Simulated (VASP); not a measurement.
# TaN: single point with r2SCAN

Crystal: TaN.

```
Ta N
1.0
     0.00000    2.13023    2.13023
     2.13023    0.00000    2.13023
     2.13023    2.13023    0.00000
Ta N
1 1
Direct
  0.50000 0.50000 0.50000
  0.00000 0.00000 0.00000
```

```
Program                : VASP 6.6.1
Task                   : single point
Functional             : r2SCAN
Potentials or basis    : VASP PAW PBE potentials, release 64 (Ta_sv_GW, N)
Cutoff                 : 770 eV
k mesh                 : 16 × 16 × 16
Occupations            : gaussian, width 0.1 eV
Spin                   : no spin polarisation
Dipole correction      : no
Further INCAR settings : ALGO = Normal; EDIFF = 1e-06; NBANDS = 16
```

| Quantity | Value |
| --- | --- |
| Pressure | 41.1 GPa |
| Band gap on the k mesh | zero (bands 9 and 10 overlap by 4.69 eV) |

Levels at points of the mesh, in eV from the Fermi level:
```tsv
k point	band 5	band 6	band 7	band 8	band 9	band 10	band 11	band 12	band 13	band 14
(0.00, 0.00, 0.00)	-20.79	-4.43	-4.43	-4.43	-2.43	-2.43	-2.43	0.19	0.19	2.64
(0.50, 0.00, 0.00)	-17.17	-11.64	-8.72	-8.72	2.26	2.26	2.40	4.35	8.94	8.94
(0.50, 0.50, 0.00)	-19.57	-7.24	-6.30	-5.21	-5.21	2.59	4.15	4.15	5.83	8.62
```

Run time: 5.3 min on 1 thread of AMD EPYC 7R43 64-Core Processor (Zen 3) (shared host), peak memory 0.21 GiB.

Caveat: the cell stands under pressure; the PAW data sets were made with another functional, which shifts forces and pressure a little; spin-orbit coupling is left out, which moves the levels of the heavy elements.
